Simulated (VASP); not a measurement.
Input of a VASP 6.6.1 run:

INCAR

```
SYSTEM = SrTiO3
  PREC = Accurate
  ENCUT = 600
  EDIFF = 1E-7
  ISMEAR = -1
  SIGMA = 0.02
  LREAL = .False.
  LASPH = .True.
  NELM = 60
  ALGO = Normal
  ISIF = 3
  LWAVE = .False.
  LCHARG = .False.
  GGA = CA
  IBRION = 2
  NSW = 80
  EDIFFG = -0.005
```

Contents of KPOINTS:

```
regular mesh
0
Gamma
  6 6 6
  0 0 0
```

File POSCAR:

```
SrTiO3
1.0
    3.9364184694      0.0000000000      0.0000000000
    0.0000000000      3.9364184694      0.0000000000
    0.0000000000      0.0000000000      3.9364184694
Sr Ti O
1 1 3
Direct
    0.5000000000      0.5000000000      0.5000000000
    0.0000000000      0.0000000000      0.0000000000
    0.5000000000      0.0000000000      0.0000000000
    0.0000000000      0.5000000000      0.0000000000
    0.0000000000      0.0000000000      0.5000000000
```

Potentials or basis: VASP PAW LDA potentials, release 64 (Sr_sv, Ti_sv, O).

Launch:

```sh
$ cat potpaw_LDA.64/Sr_sv/POTCAR potpaw_LDA.64/Ti_sv/POTCAR potpaw_LDA.64/O/POTCAR > POTCAR
$ mpirun -np 1 vasp_std > vasp.out
```

Estimate the band gap on the k mesh.

1.81 eV (least direct gap 2.14 eV).

Predict the relaxed volume.

11.50 Å³/atom.

What does it give for the space group after relaxing (to 0.1 Å)?

Pm-3m (No. 221).

Step by step:
```csv
step,energy change (eV),largest force (eV/Å),pressure (GPa),volume (Å³)
1,0.0000,0.0000,-10.42,61.00
2,0.0062,0.0000,13.24,54.26
3,-0.1204,0.0000,-0.11,57.52
4,-0.1203,0.0000,0.13,57.45
5,-0.1204,0.0000,-0.11,57.52
6,-0.1204,0.0000,0.00,57.49
```

A k mesh can miss the band edges. LDA gaps usually lie below the measured ones, often by a third to a half.
